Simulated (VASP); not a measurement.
A run of VASP 6.6.1 is set up as follows.

File POSCAR:

```
Ag
1.0
    0.0000000000      2.0431000000      2.1963325000
    2.0431000000      0.0000000000      2.1963325000
    2.0431000000      2.0431000000      0.0000000000
Ag
1
Direct
    0.0000000000      0.0000000000      0.0000000000
```

The input INCAR.step1:

```
SYSTEM = Ag
ALGO = Normal ; EDIFF = 1E-4
ENCUT = 520 ; GGA = PE
ISMEAR = 0 ; LASPH = .TRUE.
LCHARG = .FALSE. ; LREAL = .FALSE.
LWAVE = .TRUE. ; NBANDS = 12
NELM = 60 ; PREC = Accurate
SIGMA = 0.15
```

File INCAR.step2:

```
SYSTEM = Ag
ALGO = Normal ; EDIFF = 1E-6
ENCUT = 520 ; ISIF = 2
ISMEAR = 0 ; ISTART = 1
LASPH = .TRUE. ; LCHARG = .FALSE.
LMIXTAU = .TRUE. ; LREAL = .FALSE.
LWAVE = .FALSE. ; METAGGA = R2SCAN
NBANDS = 12 ; NELM = 60
PREC = Accurate ; SIGMA = 0.15
```

Contents of KPOINTS:

```
k-points
0
G
  20 20 20
  0 0 0
```

Potentials or basis: VASP PAW PBE potentials, release 64 (Ag).

Run with:

```console
$ cat potpaw_PBE.64/Ag/POTCAR > POTCAR
$ cp INCAR.step1 INCAR
$ mpirun -np 1 vasp_std > vasp.out
$ cp INCAR.step2 INCAR
$ mpirun -np 1 vasp_std > vasp.out
```

(1) What does it give for the pressure?

(2) Estimate the band gap on the k mesh.

## Answers

(1) -4.9 GPa.

(2) zero (an odd number of electrons rules out a gap without spin polarisation).

Caveat: the cell differs from its parent crystal (strain +0.0750 x Voigt [0, 0, 1, 0, 0, 0]); the cell stands under tension; the PAW data sets were made with another functional, which shifts forces and pressure a little.
